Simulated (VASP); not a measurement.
Al:

```
Al
1.0
     0.00000    2.01946    2.01946
     2.01946    0.00000    2.01946
     2.01946    2.01946    0.00000
Al
1
Direct
  0.00000 0.00000 0.00000
```

```yaml
Program: VASP 6.6.1
Task: relaxation of cell and atoms
Functional: r2SCAN
Potentials_or_basis: VASP PAW PBE potentials, release 64 (Al)
Cutoff: 600 eV
k_mesh: 18 × 18 × 18
Occupations: gaussian, width 0.1 eV
Spin: no spin polarisation
```

At the start: pressure -3.3 GPa; volume 16.47 Å³/atom.

Question: Where does the relaxation end?

Answer: Over 3 steps the energy falls by 6.7 meV/atom and the volume is 15.84 Å³/atom (-3.8 %); space group Fm-3m (No. 225, to 0.05 Å).

The path:
| step | energy change (eV) | largest force (eV/Å) | pressure (GPa) | volume (Å³) |
| --- | --- | --- | --- | --- |
| 1 | 0.0000 | 0.0000 | -3.27 | 16.47 |
| 2 | -0.0063 | 0.0000 | 0.99 | 15.68 |
| 3 | -0.0067 | 0.0000 | 0.04 | 15.84 |

Final structure:
```cif
data_structure
_symmetry_space_group_name_H-M 'P 1'
_symmetry_Int_Tables_number 1
_cell_length_a 2.8191
_cell_length_b 2.8191
_cell_length_c 2.8191
_cell_angle_alpha 60.000
_cell_angle_beta 60.000
_cell_angle_gamma 60.000
_cell_volume 15.84
loop_
_atom_site_label
_atom_site_type_symbol
_atom_site_fract_x
_atom_site_fract_y
_atom_site_fract_z
_atom_site_occupancy
Al1 Al 0.00000 0.00000 0.00000 1
```

Caveat: the PAW data sets were made with another functional, which shifts forces and pressure a little.
